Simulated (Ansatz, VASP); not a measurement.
**Si: VASP beside Ansatz**

File INCAR:

```
ALGO = Normal ; EDIFF = 1E-6
EDIFFG = -0.01 ; ENCUT = 600
GGA = PE ; IBRION = 2
ISIF = 3 ; ISMEAR = 0
LASPH = True ; LCHARG = False
LREAL = False ; LWAVE = False
NELM = 60 ; NSW = 100
PREC = Accurate ; SIGMA = 0.1
```

Contents of KPOINTS:

```
k-points
0
Gamma
  10 10 6
```

File POSCAR:

```
Si
1.0
    2.8019561825     -2.5369500424      0.0000000000
    2.8019561825      2.5369500424      0.0000000000
    0.0000000000      0.0000000000      7.0006771486
Si
6
Direct
    0.0620356837      0.3719037042      0.2500000000
    0.9379643163      0.6280962958      0.7500000000
    0.5000000000      0.5000000000      0.5000000000
    0.5000000000      0.5000000000      0.0000000000
    0.6280962958      0.9379643163      0.2500000000
    0.3719037042      0.0620356837      0.7500000000
```

Input for Ansatz:

```yaml
crystal:
  lattice:
    - [2.8019561825, -2.5369500424, 0.0]
    - [2.8019561825, 2.5369500424, 0.0]
    - [0.0, 0.0, 7.0006771486]
  atoms:
    - { symbol: Si, position: [0.0620356837, 0.3719037042, 0.25] }
    - { symbol: Si, position: [0.9379643163, 0.6280962958, 0.75] }
    - { symbol: Si, position: [0.5, 0.5, 0.5] }
    - { symbol: Si, position: [0.5, 0.5, 0.0] }
    - { symbol: Si, position: [0.6280962958, 0.9379643163, 0.25] }
    - { symbol: Si, position: [0.3719037042, 0.0620356837, 0.75] }
basis:
  ecutwfc: 420
kpoints:
  mp_grid: { grid: [10, 10, 6] }
hamiltonian:
  xc: pbe
scf:
  occupations: { method: gaussian, width: 0.1 }
output:
  forces: true
  stress: true
  eigenvalues: true
  write_density: true
  write_potential: true
  elf: true
  volumetric_format: npy
relax:
  adjacent_minimum: "off"
  f_tol: 0.01
  max_steps: 80
  cell: { stress_tol: 0.05 }
```

Alike in both runs: task relaxation of cell and atoms; functional PBE; k mesh 10 × 10 × 6; occupations gaussian, width 0.1 eV; no spin polarisation.

```csv
,VASP,Ansatz
version,VASP 6.6.1,Ansatz 0.2.0
potentials or method,"VASP PAW PBE potentials, release 64 (Si), cutoff 600 eV","scalar-relativistic, plane waves, PAW"
valence electrons in the cell,24,24
```

VASP gave:

- gap on the k mesh at the Fermi level, each at its own relaxed structure (eV): none
- relaxed volume (Å³/atom): 16.58
- relaxed cell length with the largest relative difference (Å): 3.757

Task: Which values does Ansatz return?

Result: gap on the k mesh at the Fermi level, each at its own relaxed structure (eV): none; relaxed volume (Å³/atom): 16.59; relaxed cell length with the largest relative difference (Å): 3.758.

A gap of «none» marks a metal or a gap that the smearing closes.
